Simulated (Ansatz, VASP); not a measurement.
One calculation of In2O3, two programs

```
In O
1.0
     2.78820    1.60977    4.91787
    -2.78820    1.60977    4.91787
     0.00000   -3.21954    4.91787
In O
4 6
Direct
  0.85725 0.85725 0.85725
  0.64275 0.64275 0.64275
  0.14275 0.14275 0.14275
  0.35725 0.35725 0.35725
  0.04662 0.45338 0.75000
  0.75000 0.04662 0.45338
  0.45338 0.75000 0.04662
  0.95338 0.54662 0.25000
  0.25000 0.95338 0.54662
  0.54662 0.25000 0.95338
```

Alike in both runs: task single point; functional PBE; k mesh 6 × 6 × 6; occupations gaussian, width 0.02 eV; no spin polarisation.

|  | VASP | Ansatz |
| --- | --- | --- |
| version | VASP 6.6.1 | Ansatz 0.2.0 |
| potentials or method | VASP PAW PBE potentials, release 64 (In_d, O), cutoff 520 eV | scalar-relativistic, plane waves, PAW |
| valence electrons in the cell | 88 | 88 |

|  | VASP | Ansatz | Ansatz less VASP |
| --- | --- | --- | --- |
| gap on the k mesh at the Fermi level (eV) | 0.96 | 0.97 | +0.007 |
| least direct gap on the mesh (eV) | 1.04 | 1.04 | +0.007 |
| pressure (GPa) | 0.4 | 0.0 | -0.40 |
| traceless stress, the component that is largest in VASP (GPa) | -0.09 | 0.03 | +0.112 |
| rms of the force components (eV/Å) | 0.011 | 0.004 | -0.0066 |

Atom by atom the forces differ by 0.007 eV/Å (rms over components).
